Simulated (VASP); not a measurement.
# MoS2 (P4_2/mnm) in VASP: notebook

The runs below take MoS2 through single point, relaxation of cell and atoms, with PBE, r2SCAN.

Program: VASP 6.6.1. These are calculated values, not measurements. Logs are shortened: lines on timing, memory, paths and dates and some standing lists are left out, and cuts for length are marked.

## (1) The cell of the first run

Symmetry: P4_2/mnm, No. 136, tetragonal system. Conventional cell: a = 5.875 Å, b = 5.875 Å, c = 3.225 Å, α = 90.00°, β = 90.00°, γ = 90.00°. Mo (site symmetry mmm) has 6 S at 2.38 to 2.40 Å within 3.1 Å. Within 3.1 Å of S (site symmetry m2m) lie 3 Mo at 2.38 to 2.40 Å.

## (2) Single point, PBE

The input, INCAR:

```
  PREC = Accurate
  ENCUT = 520
  EDIFF = 1E-6
  ISMEAR = -1
  SIGMA = 0.02
  LREAL = False
  LASPH = True
  NELM = 100
  ALGO = Normal
  ISIF = 2
  LWAVE = False
  LCHARG = True
  GGA = PE
  LELF = True
  LVHAR = True
  NBANDS = 35
```

The input, KPOINTS:

```
Automatic mesh
0
Gamma
  4 4 6
```

The input, POSCAR:

```
MoS2
1.0
    5.8749312205      0.0000000000      0.0000000000
    0.0000000000      5.8749312205      0.0000000000
    0.0000000000      0.0000000000      3.2252376041
Mo S
2 4
Direct
    0.0000000000      0.0000000000      0.0000000000
    0.5000000000      0.5000000000      0.5000000000
    0.2861006542      0.2861006542      0.0000000000
    0.2138993458      0.7861006542      0.5000000000
    0.7861006542      0.2138993458      0.5000000000
    0.7138993458      0.7138993458      0.0000000000
```

Potentials or basis: VASP PAW PBE potentials, release 64 (Mo_sv, S).

The run is started by

```console
> cat potpaw_PBE.64/Mo_sv/POTCAR potpaw_PBE.64/S/POTCAR > POTCAR
> mpirun -np 1 vasp_std > vasp.out
```

OUTCAR:

```text
PREC = Accurate
   ENCUT = 520
   EDIFF = 1E-6
   ISMEAR = -1
   LREAL = False
   LASPH = True
   NELM = 100
   ISIF = 2
   GGA = PE

 ion  position               nearest neighbor table
   1  0.000  0.000  0.000-   3 2.38   6 2.38   5 2.40   4 2.40   4 2.40   5 2.40
   2  0.500  0.500  0.500-   4 2.38   5 2.38   3 2.40   6 2.40   3 2.40   6 2.40
   3  0.286  0.286  0.000-   1 2.38   2 2.40   2 2.40
   4  0.214  0.786  0.500-   2 2.38   1 2.40   1 2.40
   5  0.786  0.214  0.500-   2 2.38   1 2.40   1 2.40
   6  0.714  0.714  0.000-   1 2.38   2 2.40   2 2.40

  LATTYP: Found a simple tetragonal cell.
 ALAT       =     5.8749312205
 C/A-ratio  =     0.5489830405

  Lattice vectors:

 A1 = (   5.8749312205,   0.0000000000,   0.0000000000)
 A2 = (   0.0000000000,   5.8749312205,   0.0000000000)
 A3 = (   0.0000000000,   0.0000000000,   3.2252376041)

Analysis of symmetry for initial positions (statically):
=====================================================================
 Subroutine PRICEL returns:
 Original cell was already a primitive cell.

 Routine SETGRP: Setting up the symmetry group for a
 simple tetragonal supercell.

 Subroutine GETGRP returns: Found 16 space group operations
 (whereof  8 operations were pure point group operations)
 out of a pool of 16 trial point group operations.

The static configuration has the point symmetry D_2h.
 The point group associated with its full space group is D_4h.

Analysis of symmetry for dynamics (positions and initial velocities):
=====================================================================
 Subroutine PRICEL returns:
 Original cell was already a primitive cell.

 Routine SETGRP: Setting up the symmetry group for a
 simple tetragonal supercell.

 Subroutine GETGRP returns: Found 16 space group operations
 (whereof  8 operations were pure point group operations)
 out of a pool of 16 trial point group operations.

The dynamic configuration has the point symmetry D_2h.
 The point group associated with its full space group is D_4h.

 Subroutine INISYM returns: Found 16 space group operations
 (whereof  8 operations are pure point group operations),
 and found     1 'primitive' translations

----------------------------------------------------------------------------------------

                                     Primitive cell

  volume of cell :     111.3185

  direct lattice vectors                    reciprocal lattice vectors
     5.874931220  0.000000000  0.000000000     0.170214759  0.000000000  0.000000000
     0.000000000  5.874931220  0.000000000     0.000000000  0.170214759  0.000000000
     0.000000000  0.000000000  3.225237604     0.000000000  0.000000000  0.310054676

  length of vectors
     5.874931220  5.874931220  3.225237604     0.170214759  0.170214759  0.310054676

  position of ions in fractional coordinates (direct lattice)
     0.000000000  0.000000000  0.000000000
     0.500000000  0.500000000  0.500000000
     0.286100654  0.286100654  0.000000000
     0.213899346  0.786100654  0.500000000
     0.786100654  0.213899346  0.500000000
     0.713899346  0.713899346  0.000000000

  ion indices of the primitive-cell ions
   primitive index   ion index
                 1           1
                 2           2
                 3           3
                 4           4
                 5           5
                 6           6

----------------------------------------------------------------------------------------

 KPOINTS: Automatic mesh

Automatic generation of k-mesh.
 Grid dimensions read from file:
 generate k-points for:    4    4    6

 Generating k-lattice:

  Cartesian coordinates                     Fractional coordinates (reciprocal lattice)
     0.042553690  0.000000000  0.000000000     0.250000000  0.000000000  0.000000000
     0.000000000  0.042553690  0.000000000     0.000000000  0.250000000  0.000000000
     0.000000000  0.000000000  0.051675779     0.000000000  0.000000000  0.166666667

  Length of vectors
     0.042553690  0.042553690  0.051675779

  Shift w.r.t. Gamma in fractional coordinates (k-lattice)
     0.000000000  0.000000000  0.000000000

 Subroutine IBZKPT returns following result:
 ===========================================

 Found     24 irreducible k-points:

 Following reciprocal coordinates:
            Coordinates               Weight
  0.000000  0.000000  0.000000      1.000000
  0.250000  0.000000  0.000000      4.000000
  0.500000  0.000000  0.000000      2.000000
  0.250000  0.250000  0.000000      4.000000
  0.500000  0.250000  0.000000      4.000000
  0.500000  0.500000  0.000000      1.000000
[... 16 lines left out ...]
  0.500000  0.250000  0.500000      4.000000
  0.500000  0.500000  0.500000      1.000000
   k-points           NKPTS =     24   k-points in BZ     NKDIM =     24   number of bands    NBANDS=     35
   number of dos      NEDOS =    301   number of ions     NIONS =      6
   total plane-waves  NPLWV =  55296
[... 29 lines left out ...]
   EFERMI =   0.00;   METHOD = LEGACY
   ISMEAR =    -1;   SIGMA  =   0.02  broadening in eV -4-tet -1-fermi 0-gaus
   EFERMI_NEDOS =   21; number of points for ismear=-14 and -15
   IALGO  =     38    algorithm
   IMIX   =      4    mixing-type and parameters
     AMIX     =   0.40;   BMIX     =  1.00
     AMIX_MAG =   1.60;   BMIX_MAG =  1.00
  volume/ion in A,a.u.               =      18.55       125.20
  Fermi-wavevector in a.u.,A,eV,Ry     =   1.270243  2.400411 21.953239  1.613518
  Thomas-Fermi vector in A             =   2.403241
   LORBIT       =      0    0 simple, 1 ext, 2 COOP (PROOUT), +10 PAW based schemes
   GGA     = PE    functional components
   LHFCALC =     F    Hartree Fock is set to
   AEXX    =    0.0000 exact exchange contribution
   IVDW    =     0    specifies the selected vdW correction
   LEPSILON=     F    determine dielectric tensor
   LRPA    =     F    only Hartree local field effects (RPA)
 non-spin polarized calculation
  energy-cutoff  :      520.00
  volume of cell :      111.32
 maximum number of plane-waves:      3040
 NGX is ok and might be reduce to    48
   NGX = 21   NGY = 21   NGZ = 11

 number of electron      51.9999991 magnetization

 Free energy of the ion-electron system (eV)
  ---------------------------------------------------
  ext. energy  EPLUGINS =         0.00000000
  ---------------------------------------------------
  free energy    TOTEN  =       -41.24987435 eV

  energy without entropy =      -41.24678944  energy(sigma->0) =      -41.24833190

 E-fermi :   6.9890     XC(G=0): -10.6513

 val. band max:        6.9571206878   @ k =   0.5000   0.5000   0.5000
 cond. band min:       7.0150566671   @ k =   0.0000   0.0000   0.3333
 fundamental gap:      0.0579359794
 Fermi energy:         6.9889924200

 k-point     1 :       0.0000    0.0000    0.0000
  band No.  band energies     occupation
      1     -54.6118      2.00000
      2     -54.6110      2.00000
      3     -28.7475      2.00000
      4     -28.7475      2.00000
      5     -28.7072      2.00000
      6     -28.7072      2.00000
[... 27 lines left out ...]
     34      12.1045      0.00000
     35      13.2124      0.00000

 k-point     2 :       0.2500    0.0000    0.0000
  band No.  band energies     occupation
      1     -54.6117      2.00000
      2     -54.6111      2.00000
      3     -28.7464      2.00000
      4     -28.7463      2.00000
      5     -28.7085      2.00000
      6     -28.7084      2.00000
[... 27 lines left out ...]
     34      11.9401      0.00000
     35      12.8956      0.00000

 k-point     3 :       0.5000    0.0000    0.0000
  band No.  band energies     occupation
      1     -54.6114      2.00000
      2     -54.6114      2.00000
      3     -28.7451      2.00000
      4     -28.7451      2.00000
      5     -28.7097      2.00000
      6     -28.7097      2.00000
[... 27 lines left out ...]
     34      10.6239      0.00000
     35      13.5205      0.00000
[... 723 lines left out ...]
 k-point    23 :       0.5000    0.2500    0.5000
  band No.  band energies     occupation
      1     -54.5956      2.00000
      2     -54.5956      2.00000
      3     -28.8643      2.00000
      4     -28.8643      2.00000
      5     -28.7249      2.00000
      6     -28.7249      2.00000
[... 27 lines left out ...]
     34      11.8753      0.00000
     35      12.7392      0.00000

 k-point    24 :       0.5000    0.5000    0.5000
  band No.  band energies     occupation
      1     -54.5956      2.00000
      2     -54.5956      2.00000
      3     -28.8642      2.00000
      4     -28.8642      2.00000
      5     -28.7250      2.00000
      6     -28.7250      2.00000
[... 27 lines left out ...]
     34      11.3746      0.00000
     35      12.0270      0.00000

------------------------ aborting loop because EDIFF is reached ----------------------------------------

  FORCE on cell =-STRESS in cart. coord.  units (eV):
  Direction    XX          YY          ZZ          XY          YZ          ZX
  --------------------------------------------------------------------------------------
  -------------------------------------------------------------------------------------
  Total       -0.0103254     -0.0103254     -0.0519099      0.0000000      0.0000000      0.0000000
  in kB       -0.1486101     -0.1486101     -0.7471247      0.0000000      0.0000000      0.0000000
  external PRESSURE =      -0.3481150 kB  Pullay stress =       0.0000000 kB

 VOLUME and BASIS-vectors are now :
 -----------------------------------------------------------------------------
  energy-cutoff  :      520.00
  volume of cell :      111.32
      direct lattice vectors                 reciprocal lattice vectors
     5.874931220  0.000000000  0.000000000     0.170214759  0.000000000  0.000000000
     0.000000000  5.874931220  0.000000000     0.000000000  0.170214759  0.000000000
     0.000000000  0.000000000  3.225237604     0.000000000  0.000000000  0.310054676

 POSITION                                       TOTAL-FORCE (eV/Angst)
 -----------------------------------------------------------------------------------
      0.00000      0.00000      0.00000         0.000000      0.000000     -0.000000
      2.93747      2.93747      1.61262         0.000000      0.000000     -0.000000
      1.68082      1.68082      0.00000        -0.002954     -0.002954      0.000000
      1.25664      4.61829      1.61262         0.002954     -0.002954      0.000000
      4.61829      1.25664      1.61262        -0.002954      0.002954     -0.000000
      4.19411      4.19411      0.00000         0.002954      0.002954     -0.000000
 -----------------------------------------------------------------------------------
    total drift:                                0.000000     -0.000000     -0.000000

  FREE ENERGIE OF THE ION-ELECTRON SYSTEM (eV)
  ---------------------------------------------------
  free  energy   TOTEN  =       -41.2498743540 eV

  energy  without entropy=      -41.2467894424  energy(sigma->0) =      -41.24833190
```

Wall time 2.3 min (1 thread of AMD EPYC 7R13, shared host); peak memory 0.26 GiB.

What came out:

| Item | Value |
| --- | --- |
| Free energy | -41.2499 eV |
| Pressure | 0.0 GPa |
| Largest force | 0.004 eV/Å |
| Band gap on the k mesh | zero (bands 26 and 27 overlap by 0.83 eV) |

Forces on the atoms (eV/Å):
```
Mo   0.000  0.000  0.000
Mo   0.000  0.000  0.000
S   -0.003 -0.003  0.000
S    0.003 -0.003  0.000
S   -0.003  0.003  0.000
S    0.003  0.003  0.000
```

Caveat: the structure was generated, so it needn't be the stable form of MoS2.

## (3) Single point, r2SCAN

This run uses another cell than the first one, of 18.44 Å³/atom.

The input, POSCAR:

```
MoS2
1.0
    5.8432008932      0.0000000000      0.0000000000
    0.0000000000      5.8432008932      0.0000000000
    0.0000000000      0.0000000000      3.2413634867
Mo S
2 4
Direct
    0.0000000000      0.0000000000      0.0000000000
    0.5000000000      0.5000000000      0.5000000000
    0.2873805568      0.2873805568      0.0000000000
    0.2126194432      0.7873805568      0.5000000000
    0.7873805568      0.2126194432      0.5000000000
    0.7126194432      0.7126194432      0.0000000000
```

The input, INCAR.step1:

```
PREC = Accurate ; ENCUT = 520
ISMEAR = -1 ; SIGMA = 0.02
LREAL = False ; LASPH = True
NELM = 60 ; NBANDS = 35
GGA = PE ; ALGO = Normal
EDIFF = 1E-4 ; LWAVE = True
LCHARG = False
```

The input, INCAR.step2:

```
PREC = Accurate ; ENCUT = 520
EDIFF = 1E-6 ; ISMEAR = -1
SIGMA = 0.02 ; LREAL = False
LASPH = True ; NELM = 60
ALGO = Normal ; ISIF = 2
LWAVE = False ; LCHARG = False
METAGGA = R2SCAN ; LMIXTAU = True
NBANDS = 35 ; ISTART = 1
```

The input, KPOINTS:

```
regular mesh
0
Gamma
  4 4 8
```

Potentials or basis: VASP PAW PBE potentials, release 64 (Mo_sv, S).

The run is started by

```console
> cat potpaw_PBE.64/Mo_sv/POTCAR potpaw_PBE.64/S/POTCAR > POTCAR
> cp INCAR.step1 INCAR
> mpirun -np 1 vasp_std > vasp.out
> cp INCAR.step2 INCAR
> mpirun -np 1 vasp_std > vasp.out
```

Wall time 8.3 min (1 thread of AMD EPYC 7R13, shared host); peak memory 0.29 GiB.

It converged, with:

```
Free energy            : -87.6472 eV
Pressure               : 0.1 GPa
Largest force          : 0.007 eV/Å
Band gap on the k mesh : zero (bands 26 and 27 overlap by 0.94 eV)
```

Forces in eV/Å, atoms in the order of the input:
```
Mo   0.000  0.000  0.000
Mo   0.000  0.000  0.000
S   -0.005 -0.005  0.000
S    0.005 -0.005  0.000
S   -0.005  0.005  0.000
S    0.005  0.005  0.000
```

Levels at points of the mesh, in eV from the Fermi level:
```tsv
k point	band 22	band 23	band 24	band 25	band 26	band 27	band 28	band 29	band 30	band 31
(0.00, 0.00, 0.00)	-1.81	-1.45	-1.00	-1.00	-0.45	-0.45	-0.29	0.31	1.80	2.17
(0.50, 0.00, 0.00)	-1.92	-1.76	-1.76	-0.88	-0.88	0.84	0.84	1.06	1.06	3.49
(0.50, 0.50, 0.00)	-2.37	-2.13	-2.13	-1.08	-1.08	-0.43	-0.43	1.98	1.98	3.35
(0.00, 0.00, 0.50)	-3.52	-2.78	-2.78	0.49	0.49	1.11	1.11	1.63	1.63	2.18
(0.50, 0.00, 0.50)	-3.42	-1.82	-1.82	-1.48	-1.48	1.43	1.43	1.57	1.57	2.42
(0.50, 0.50, 0.50)	-2.61	-1.68	-1.68	0.03	0.03	0.11	0.11	1.54	1.54	3.49
```

Caveat: the structure was generated, so it needn't be the stable form of MoS2; the PAW data sets were made with another functional, which shifts forces and pressure a little.

## (4) Relaxation of cell and atoms, PBE

This run uses another cell than the first one, of 28.34 Å³/atom.

The input, INCAR:

```
SYSTEM = MoS2
ALGO = Normal
EDIFF = 1E-6
EDIFFG = -0.005
ENCUT = 600
GGA = PE
IBRION = 2
ISIF = 3
ISMEAR = -1
LASPH = .True.
LCHARG = .False.
LREAL = .False.
LWAVE = .False.
NELM = 60
NSW = 80
PREC = Accurate
SIGMA = 0.02
```

The input, KPOINTS:

```
k-points
0
Gamma
  4 4 6
  0 0 0
```

The input, POSCAR:

```
MoS2
1.0
    6.3628898200      0.0000000000      0.0000000000
    0.0000000000      6.3628898200      0.0000000000
    0.0000000000      0.0000000000      4.1995072812
Mo S
2 4
Direct
    0.0000000000      0.0000000000      0.0000000000
    0.5000000000      0.5000000000      0.5000000000
    0.3050000000      0.3050000000      0.0000000000
    0.1950000000      0.8050000000      0.5000000000
    0.8050000000      0.1950000000      0.5000000000
    0.6950000000      0.6950000000      0.0000000000
```

The run is started by

```console
> cat potpaw_PBE.64/Mo_sv/POTCAR potpaw_PBE.64/S/POTCAR > POTCAR
> mpirun -np 1 vasp_std > vasp.out
```

Run time: 47 min. Hardware: 1 thread of AMD EPYC 7R13, shared host; peak memory 0.42 GiB.

It converged, with:

- Free energy: -41.2585 eV
- Relaxed volume: 18.55 Å³/atom
- Relaxed cell: a = 5.876 Å, b = 5.876 Å, c = 3.224 Å, α = 90.00°, β = 90.00°, γ = 90.00°
- Space group after relaxing (to 0.1 Å): P4_2/mnm (No. 136)
- Energy gained by relaxing: 978.9 meV/atom
- Ionic steps: 16
- Pressure after relaxing: 0.0 GPa
- Band gap on the k mesh: zero (bands 26 and 27 overlap by 0.83 eV)

Step by step:
```
step  energy change (eV)  largest force (eV/Å)  pressure (GPa)  volume (Å³)
   1              0.0000                0.4806          -20.03       170.02
   2             -3.3109                3.7852           35.46        96.66
   3             -5.1800                1.2496           -0.92       116.73
   4             -5.1841                1.3258            0.10       115.80
   5             -5.5285                0.8610            0.13       114.00
   6             -5.8161                0.2259            1.10       110.86
   7             -5.8610                0.0639           -1.74       112.85
   8             -5.8693                0.0014           -1.01       112.30
   9             -5.8666                0.1575            1.34       110.32
  10             -5.8727                0.0654           -0.03       111.45
  11             -5.8732                0.0200            0.05       111.31
  12             -5.8733                0.0042            0.08       111.27
  13             -5.8733                0.0080           -0.10       111.39
  14             -5.8733                0.0049           -0.06       111.36
  15             -5.8734                0.0039            0.03       111.28
  16             -5.8734                0.0011            0.00       111.31
```

Final structure:
```yaml
crystal:
  lattice:
    - [5.87576, 0.00000, 0.00000]
    - [0.00000, 5.87576, 0.00000]
    - [0.00000, 0.00000, 3.22400]
  atoms:
    - { symbol: Mo, position: [0.00000, 0.00000, 0.00000] }
    - { symbol: Mo, position: [0.50000, 0.50000, 0.50000] }
    - { symbol: S, position: [0.28605, 0.28605, 0.00000] }
    - { symbol: S, position: [0.21395, 0.78605, 0.50000] }
    - { symbol: S, position: [0.78605, 0.21395, 0.50000] }
    - { symbol: S, position: [0.71395, 0.71395, 0.00000] }
```

Levels at points of the mesh, in eV from the Fermi level:
```tsv
k point	band 22	band 23	band 24	band 25	band 26	band 27	band 28	band 29	band 30	band 31
(0.00, 0.00, 0.00)	-1.58	-1.46	-0.92	-0.92	-0.41	-0.41	-0.16	0.29	1.62	2.00
(0.50, 0.00, 0.00)	-1.74	-1.73	-1.73	-0.86	-0.86	0.86	0.86	0.93	0.93	3.27
(0.50, 0.50, 0.00)	-2.26	-2.14	-2.14	-0.89	-0.89	-0.39	-0.39	1.83	1.83	3.03
(0.00, 0.00, 0.50)	-3.34	-2.62	-2.62	0.42	0.42	1.00	1.00	1.58	1.58	1.94
(0.50, 0.00, 0.50)	-3.18	-1.69	-1.69	-1.51	-1.51	1.32	1.32	1.44	1.44	2.25
(0.50, 0.50, 0.50)	-2.49	-1.59	-1.59	-0.03	-0.03	0.07	0.07	1.47	1.47	3.29
```

Caveat: the volume moved by over 15 % at a fixed basis, so the end points are rough; the structure was generated, so it needn't be the stable form of MoS2.

## (5) The runs side by side

```csv
task,level,cell,k mesh,cutoff (eV),gap on the mesh (eV),pressure (GPa)
single point,PBE,"a = 5.875, b = 5.875, c = 3.225 Å, 6 atoms, atomic positions A",4 × 4 × 6,520,none,0.0
single point,r2SCAN,"a = 5.843, b = 5.843, c = 3.241 Å, 6 atoms, atomic positions B",4 × 4 × 8,520,none,0.1
relaxation of cell and atoms,PBE,"relaxed from a = 6.363, b = 6.363, c = 4.200 Å, 6 atoms, atomic positions C",4 × 4 × 6,600,none,0.0
```

Alike in all rows: potentials or basis VASP PAW PBE potentials, release 64 (Mo_sv, S); no spin polarisation; smearing fermi-dirac 0.02 eV.

Caveats: the structure was generated, so it needn't be the stable form of MoS2; the PAW data sets were made with another functional, which shifts forces and pressure a little (at least some runs); the volume moved by over 15 % at a fixed basis, so the end points are rough (at least some runs).

Total energies depend on the potentials used, so only differences within one code and one set of settings carry meaning.

The gap in the log of VASP goes by the Fermi energy; the results here count the filled bands.